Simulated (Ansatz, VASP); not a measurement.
**One calculation of TiO2, two programs**

Contents of INCAR:

```
PREC = Accurate ; ENCUT = 520
EDIFF = 1E-6 ; ISMEAR = 0
SIGMA = 0.05 ; LREAL = False
LASPH = True ; NELM = 150
ALGO = Normal ; ISIF = 2
LWAVE = False ; LCHARG = False
LMAXMIX = 4 ; LDAU = True
LDAUTYPE = 2 ; LDAUL = 2 -1
LDAUU = 4 0 ; LDAUJ = 0 0
LDAUPRINT = 1 ; GGA = PE
NBANDS = 33
```

Contents of KPOINTS:

```
regular mesh
0
Gamma
  6 6 10
```

Contents of POSCAR:

```
TiO2
1.0
    4.4547671155      0.0000000000      0.0000000000
    0.0000000000      4.4547671155      0.0000000000
    0.0000000000      0.0000000000      2.8861283248
Ti O
2 4
Direct
    0.0000000000      0.0000000000      0.0000000000
    0.5000000000      0.5000000000      0.5000000000
    0.3056475955      0.3056475955      0.0000000000
    0.1943524045      0.8056475955      0.5000000000
    0.6943524045      0.6943524045      0.0000000000
    0.8056475955      0.1943524045      0.5000000000
```

Input for Ansatz:

```yaml
crystal:
  lattice:
    - [4.4547671155, 0.0, 0.0]
    - [0.0, 4.4547671155, 0.0]
    - [0.0, 0.0, 2.8861283248]
  atoms:
    - { symbol: Ti, position: [0.0, 0.0, 0.0] }
    - { symbol: Ti, position: [0.5, 0.5, 0.5] }
    - { symbol: O, position: [0.3056475955, 0.3056475955, 0.0] }
    - { symbol: O, position: [0.1943524045, 0.8056475955, 0.5] }
    - { symbol: O, position: [0.6943524045, 0.6943524045, 0.0] }
    - { symbol: O, position: [0.8056475955, 0.1943524045, 0.5] }
basis:
  ecutwfc: 420
kpoints:
  mp_grid: { grid: [6, 6, 10] }
hamiltonian:
  xc: pbe
  hubbard: { sites: [{ species: Ti, l: d, u_eff: 4.0 }] }
scf:
  occupations: { method: gaussian, width: 0.05 }
output:
  forces: true
  stress: true
  eigenvalues: true
```

Change from the starting cell: strain -0.040 along x and y, -0.040 along z, atoms carried along.

Alike in both runs: task single point; functional PBE; k mesh 6 × 6 × 10; occupations gaussian, width 0.05 eV; no spin polarisation; Hubbard terms Ti d U = 4.0 eV.

|  | VASP | Ansatz |
| --- | --- | --- |
| version | VASP 6.6.1 | Ansatz 0.2.0 |
| potentials or method | VASP PAW PBE potentials, release 64 (Ti_sv, O), cutoff 520 eV | scalar-relativistic, plane waves, PAW |
| valence electrons in the cell | 48 | 48 |

```csv
,VASP,Ansatz,Ansatz less VASP
gap on the k mesh at the Fermi level (eV),2.64,2.61,-0.029
least direct gap on the mesh (eV),2.64,2.62,-0.022
pressure (GPa),41.4,35.3,-6.04
"traceless stress, the component that is largest in VASP (GPa)",7.18,6.10,-1.073
rms of the force components (eV/Å),0.396,0.312,-0.0835
```

The programs project onto different local orbitals, so the same U acts differently, and such runs can settle in different states. Atom by atom the forces differ by 0.084 eV/Å (rms over components). The pressures are high and differ by over a tenth, so treat them with care.
